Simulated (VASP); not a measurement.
# SiC (F-43m) in VASP: notebook

The runs below take SiC through single point, with PBEsol, HSE06, PBE-based screened hybrid.

Program: VASP 6.6.1. These are calculated values, not measurements. Logs are shortened: lines on timing, memory, paths and dates and some standing lists are left out, and cuts for length are marked.

### 1 The cell of the first run

It takes space group F-43m (No. 216, cubic). The conventional cell has a = 4.356 Å, b = 4.356 Å, c = 4.356 Å, α = 90.00°, β = 90.00°, γ = 90.00°. Within 2.5 Å of Si (site symmetry -43m) lie 4 C at 1.89 Å. C (site symmetry -43m) has 4 Si at 1.89 Å within 2.5 Å.

### 2 Single point, PBEsol

INCAR

```
SYSTEM = SiC
PREC = Accurate
ENCUT = 520
EDIFF = 1E-7
ISMEAR = 1
SIGMA = 0.2
LREAL = .FALSE.
LASPH = .TRUE.
NELM = 80
ALGO = Normal
ISIF = 2
LWAVE = .FALSE.
LCHARG = .TRUE.
GGA = PS
LELF = .TRUE.
LVHAR = .TRUE.
NBANDS = 11
```

KPOINTS

```
regular mesh
0
G
  8 8 8
  0 0 0
```

POSCAR

```
SiC
1.0
    0.0000000000      2.1780497564      2.1780497564
    2.1780497564      0.0000000000      2.1780497564
    2.1780497564      2.1780497564      0.0000000000
Si C
1 1
Direct
    0.2500000000      0.2500000000      0.2500000000
    0.0000000000      0.0000000000      0.0000000000
```

Potentials or basis: VASP PAW PBE potentials, release 64 (Si, C).

Started as:

```sh
> cat potpaw_PBE.64/Si/POTCAR potpaw_PBE.64/C/POTCAR > POTCAR
> mpirun -np 1 vasp_std > vasp.out
```

OUTCAR:

```text
SYSTEM = SiC
   PREC = Accurate
   ENCUT = 520
   EDIFF = 1E-7
   ISMEAR = 1
   LREAL = .FALSE.
   LASPH = .TRUE.
   NELM = 80
   ISIF = 2
   GGA = PS

 ion  position               nearest neighbor table
   1  0.250  0.250  0.250-   2 1.89   2 1.89   2 1.89   2 1.89
   2  0.000  0.000  0.000-   1 1.89   1 1.89   1 1.89   1 1.89

  LATTYP: Found a face centered cubic cell.
 ALAT       =     4.3560995128

  Lattice vectors:

 A1 = (   0.0000000000,   2.1780497564,   2.1780497564)
 A2 = (   2.1780497564,   0.0000000000,   2.1780497564)
 A3 = (   2.1780497564,   2.1780497564,   0.0000000000)

Analysis of symmetry for initial positions (statically):
=====================================================================
 Subroutine PRICEL returns:
 Original cell was already a primitive cell.

 Routine SETGRP: Setting up the symmetry group for a
 face centered cubic supercell.

 Subroutine GETGRP returns: Found 24 space group operations
 (whereof 24 operations were pure point group operations)
 out of a pool of 48 trial point group operations.

The static configuration has the point symmetry T_d .

Analysis of symmetry for dynamics (positions and initial velocities):
=====================================================================
 Subroutine PRICEL returns:
 Original cell was already a primitive cell.

 Routine SETGRP: Setting up the symmetry group for a
 face centered cubic supercell.

 Subroutine GETGRP returns: Found 24 space group operations
 (whereof 24 operations were pure point group operations)
 out of a pool of 48 trial point group operations.

The dynamic configuration has the point symmetry T_d .

 Subroutine INISYM returns: Found 24 space group operations
 (whereof 24 operations are pure point group operations),
 and found     1 'primitive' translations

----------------------------------------------------------------------------------------

                                     Primitive cell

  volume of cell :      20.6649

  direct lattice vectors                    reciprocal lattice vectors
     0.000000000  2.178049756  2.178049756    -0.229563167  0.229563167  0.229563167
     2.178049756  0.000000000  2.178049756     0.229563167 -0.229563167  0.229563167
     2.178049756  2.178049756  0.000000000     0.229563167  0.229563167 -0.229563167

  length of vectors
     3.080227505  3.080227505  3.080227505     0.397615069  0.397615069  0.397615069

  position of ions in fractional coordinates (direct lattice)
     0.250000000  0.250000000  0.250000000
     0.000000000  0.000000000  0.000000000

  ion indices of the primitive-cell ions
   primitive index   ion index
                 1           1
                 2           2

----------------------------------------------------------------------------------------

 KPOINTS: regular mesh

Automatic generation of k-mesh.
 Grid dimensions read from file:
 generate k-points for:    8    8    8

 Generating k-lattice:

  Cartesian coordinates                     Fractional coordinates (reciprocal lattice)
    -0.028695396  0.028695396  0.028695396     0.125000000  0.000000000  0.000000000
     0.028695396 -0.028695396  0.028695396     0.000000000  0.125000000  0.000000000
     0.028695396  0.028695396 -0.028695396     0.000000000  0.000000000  0.125000000

  Length of vectors
     0.049701884  0.049701884  0.049701884

  Shift w.r.t. Gamma in fractional coordinates (k-lattice)
     0.000000000  0.000000000  0.000000000

 Subroutine IBZKPT returns following result:
 ===========================================

 Found     29 irreducible k-points:

 Following reciprocal coordinates:
            Coordinates               Weight
  0.000000  0.000000  0.000000      1.000000
  0.125000  0.000000  0.000000      8.000000
  0.250000  0.000000  0.000000      8.000000
  0.375000  0.000000  0.000000      8.000000
  0.500000  0.000000  0.000000      4.000000
  0.125000  0.125000  0.000000      6.000000
[... 16 lines left out ...]
  0.500000  0.250000  0.125000     48.000000
 -0.375000  0.250000  0.125000     24.000000
 [... further k-points ...]
   k-points           NKPTS =     29   k-points in BZ     NKDIM =     29   number of bands    NBANDS=     11
   number of dos      NEDOS =    301   number of ions     NIONS =      2
   total plane-waves  NPLWV =  13824
   dimension x,y,z NGX =    24 NGY =   24 NGZ =   24
   dimension x,y,z NGXF=    48 NGYF=   48 NGZF=   48
   ions per type =               1   1
   NGX,Y,Z   is equivalent  to a cutoff of  12.95, 12.95, 12.95 a.u.
   NGXF,Y,Z  is equivalent  to a cutoff of  25.91, 25.91, 25.91 a.u.
 SYSTEM =  SiC
   PREC   = accura    normal or accurate (medium, high low for compatibility)
   ISTART =      0    job   : 0-new  1-cont  2-samecut
   ICHARG =      2    charge: 1-file 2-atom 10-const
   ISPIN  =      1    spin polarized calculation?
   LNONCOLLINEAR =      F non collinear calculations
   LSORBIT =      F    spin-orbit coupling
   LASPH  =      T    aspherical Exc in radial PAW
   ENCUT  =  520.0 eV  38.22 Ry    6.18 a.u.   5.73  5.73  5.73*2*pi/ulx,y,z
   NELM   =     80;   NELMIN=  2; NELMDL= -5     # of ELM steps
   EDIFF  = 0.1E-06   stopping-criterion for ELM
   LREAL  =      F    real-space projection
   EDIFFG = 0.1E-05   stopping-criterion for IOM
   NSW    =      0    number of steps for IOM
   IBRION =     -1    ionic relax: 0-MD 1-quasi-New 2-CG
   NFREE  =      0    steps in history (QN), initial steepest desc. (CG)
   ISIF   =      2    stress and relaxation
   ISYM   =      2    0-nonsym 1-usesym 2-fastsym
   POTIM  = 0.5000    time-step for ionic-motion
   TEBEG  =    0.0;   TEEND  =   0.0 temperature during run
   PSTRESS=    0.0 pullay stress
   NELECT =       8.0000    total number of electrons
   NUPDOWN=      -1.0000    fix difference up-down
   EMIN   =  10.00;   EMAX   =-10.00  energy-range for DOS
   EFERMI =   0.00;   METHOD = LEGACY
   ISMEAR =     1;   SIGMA  =   0.20  broadening in eV -4-tet -1-fermi 0-gaus
   EFERMI_NEDOS =   21; number of points for ismear=-14 and -15
   IALGO  =     38    algorithm
   IMIX   =      4    mixing-type and parameters
     AMIX     =   0.40;   BMIX     =  1.00
     AMIX_MAG =   1.60;   BMIX_MAG =  1.00
  volume/ion in A,a.u.               =      10.33        69.73
  Fermi-wavevector in a.u.,A,eV,Ry     =   1.193146  2.254720 19.369228  1.423598
  Thomas-Fermi vector in A             =   2.329168
   LORBIT       =      0    0 simple, 1 ext, 2 COOP (PROOUT), +10 PAW based schemes
   GGA     = PS    functional components
   LHFCALC =     F    Hartree Fock is set to
   AEXX    =    0.0000 exact exchange contribution
   IVDW    =     0    specifies the selected vdW correction
   LEPSILON=     F    determine dielectric tensor
   LRPA    =     F    only Hartree local field effects (RPA)
 non-spin polarized calculation
 Methfessel and Paxton  Order N= 1 SIGMA  =   0.20
  energy-cutoff  :      520.00
  volume of cell :       20.66
 maximum number of plane-waves:       568
   NGX = 11   NGY = 11   NGZ = 11

 number of electron       8.0000001 magnetization

 Free energy of the ion-electron system (eV)
  ---------------------------------------------------
  ext. energy  EPLUGINS =         0.00000000
  ---------------------------------------------------
  free energy    TOTEN  =       -15.91340654 eV

  energy without entropy =      -15.91442837  energy(sigma->0) =      -15.91374715

 E-fermi :   8.1216     XC(G=0): -11.5103

 val. band max:        8.0722788031   @ k =   0.0000   0.0000   0.0000
 cond. band min:       9.3040191700   @ k =   0.5000   0.5000   0.0000
 fundamental gap:      1.2317403668
 Fermi energy:         8.1216093862

 k-point     1 :       0.0000    0.0000    0.0000
  band No.  band energies     occupation
      1      -7.3626      2.00000
      2       8.0723      1.40373
      3       8.0723      1.40373
      4       8.0723      1.40372
      5      14.2745      0.00000
      6      15.3230      0.00000
      7      15.3230      0.00000
      8      15.3230      0.00000
      9      22.5354      0.00000
     10      22.5354      0.00000
     11      24.3544      0.00000

 k-point     2 :       0.1250    0.0000    0.0000
  band No.  band energies     occupation
      1      -7.0564      2.00000
      2       6.5787      2.00000
      3       7.8697      2.07056
      4       7.8697      2.07056
      5      14.4968      0.00000
      6      15.6760      0.00000
      7      15.6760      0.00000
      8      15.8594      0.00000
      9      21.2807      0.00000
     10      21.2807      0.00000
     11      23.9294      0.00000

 k-point     3 :       0.2500    0.0000    0.0000
  band No.  band energies     occupation
      1      -6.1599      2.00000
      2       3.7545      2.00000
      3       7.4625      2.00003
      4       7.4625      2.00003
      5      14.0081      0.00000
      6      15.9172      0.00000
      7      15.9172      0.00000
      8      17.3593      0.00000
      9      21.1079      0.00000
     10      21.1079      0.00000
     11      23.0201      0.00000

 k-point     4 :       0.3750    0.0000    0.0000
  band No.  band energies     occupation
      1      -4.7921      2.00000
      2       0.9961      2.00000
      3       7.1346      2.00000
      4       7.1346      2.00000
      5      13.5977      0.00000
      6      15.4749      0.00000
      7      15.4749      0.00000
      8      17.9822      0.00000
      9      23.1077      0.00000
     10      23.1077      0.00000
     11      23.4346      0.00000
[... 239 lines left out ...]
 k-point    22 :       0.3750    0.2500    0.1250
  band No.  band energies     occupation
      1      -5.3804      2.00000
      2       3.5760      2.00000
      3       5.1814      2.00000
      4       6.7883      2.00000
      5      13.3473      0.00000
      6      15.6257      0.00000
      7      16.4718      0.00000
      8      18.0842      0.00000
      9      20.2390      0.00000
     10      23.9842      0.00000
     11      27.3827      0.00000

 k-point    23 :       0.5000    0.2500    0.1250
  band No.  band energies     occupation
      1      -4.0651      2.00000
      2       1.5259      2.00000
      3       4.4429      2.00000
      4       6.1289      2.00000
      5      13.2808      0.00000
      6      15.5917      0.00000
      7      17.2060      0.00000
      8      18.4573      0.00000
      9      21.3784      0.00000
     10      24.4767      0.00000
     11      27.2782      0.00000

 k-point    24 :      -0.3750    0.2500    0.1250
  band No.  band energies     occupation
      1      -3.0988      2.00000
      2       0.1848      2.00000
      3       4.3347      2.00000
      4       5.7869      2.00000
      5      13.2218      0.00000
      6      15.2731      0.00000
      7      18.1645      0.00000
      8      19.0051      0.00000
      9      21.4060      0.00000
     10      24.2085      0.00000
     11      27.2543      0.00000

 [... further k-points ...]

------------------------ aborting loop because EDIFF is reached ----------------------------------------

  FORCE on cell =-STRESS in cart. coord.  units (eV):
  Direction    XX          YY          ZZ          XY          YZ          ZX
  --------------------------------------------------------------------------------------
  -------------------------------------------------------------------------------------
  Total        0.0606718      0.0606718      0.0606718      0.0000000      0.0000000     -0.0000000
  in kB        4.7039639      4.7039639      4.7039639      0.0000000      0.0000000     -0.0000000
  external PRESSURE =       4.7039639 kB  Pullay stress =       0.0000000 kB

 VOLUME and BASIS-vectors are now :
 -----------------------------------------------------------------------------
  energy-cutoff  :      520.00
  volume of cell :       20.66
      direct lattice vectors                 reciprocal lattice vectors
     0.000000000  2.178049756  2.178049756    -0.229563167  0.229563167  0.229563167
     2.178049756  0.000000000  2.178049756     0.229563167 -0.229563167  0.229563167
     2.178049756  2.178049756  0.000000000     0.229563167  0.229563167 -0.229563167

 POSITION                                       TOTAL-FORCE (eV/Angst)
 -----------------------------------------------------------------------------------
      1.08902      1.08902      1.08902         0.000000      0.000000     -0.000000
      0.00000      0.00000      0.00000        -0.000000     -0.000000      0.000000
 -----------------------------------------------------------------------------------
    total drift:                               -0.000000     -0.000000     -0.000000

  FREE ENERGIE OF THE ION-ELECTRON SYSTEM (eV)
  ---------------------------------------------------
  free  energy   TOTEN  =       -15.9134065403 eV

  energy  without entropy=      -15.9144283730  energy(sigma->0) =      -15.91374715
```

Run time: 3 s. Hardware: 1 thread of Intel Xeon 6975P-C (Granite Rapids), shared host; peak memory 0.12 GiB.

What came out:

```
Free energy            : -15.9134 eV
Pressure               : 0.5 GPa
Band gap on the k mesh : 1.23 eV, indirect (least direct gap 4.44 eV)
```

Caveat: the PAW data sets were made with another functional, which shifts forces and pressure a little.

[end of part 1 of 2]
